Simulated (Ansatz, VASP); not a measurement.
## One calculation of K, two programs

The input INCAR:

```
SYSTEM = K
ALGO = Normal
EDIFF = 1E-8
ENCUT = 520
GGA = PS
ISIF = 2
ISMEAR = -1
LASPH = .True.
LCHARG = .False.
LEFG = .True.
LREAL = .False.
LWAVE = .False.
NBANDS = 10
NELM = 100
PREC = Accurate
SIGMA = 0.08
```

Contents of KPOINTS:

```
k-points
0
Gamma
  10 10 10
  0 0 0
```

File POSCAR:

```
K
1.0
   -2.5645564326      2.5645564326      2.5645564326
    2.5645564326     -2.5645564326      2.5645564326
    2.5645564326      2.5645564326     -2.5645564326
K
1
Direct
    0.0000000000      0.0000000000      0.0000000000
```

Input for Ansatz:

```yaml
crystal:
  lattice:
    - [-2.5645564326, 2.5645564326, 2.5645564326]
    - [2.5645564326, -2.5645564326, 2.5645564326]
    - [2.5645564326, 2.5645564326, -2.5645564326]
  atoms:
    - { symbol: K, position: [0.0, 0.0, 0.0] }
kpoints:
  mp_grid: { grid: [10, 10, 10] }
scf:
  occupations: { method: fermi_dirac, width: 0.08 }
hamiltonian:
  xc: pbesol
  pseudopotentials: { kind: paw }
output:
  forces: true
  stress: true
  eigenvalues: true
  efg: { contact_densities: true }
```

Change from the starting cell: volume scaled by 0.94, PAW files.

Alike in both runs: task electric field gradients; functional PBEsol; k mesh 10 × 10 × 10; occupations fermi-dirac, width 0.08 eV; no spin polarisation.

|  | VASP | Ansatz |
| --- | --- | --- |
| version | VASP 6.6.1 | Ansatz 0.2.0 |
| potentials or method | VASP PAW PBE potentials, release 64 (K_sv) | PAW with Ansatz's default frozen-core files, scalar-relativistic |
| plane-wave cutoff (eV) | 520 | 420 |
| valence electrons in the cell | 9 | 9 |

|  | VASP | Ansatz | Ansatz less VASP |
| --- | --- | --- | --- |
| pressure (GPa) | 0.2 | 0.2 | +0.01 |

VASP's potentials were made for PBE, not for PBEsol. With one functional, cell and mesh, what is left measures potentials, basis and numerics.
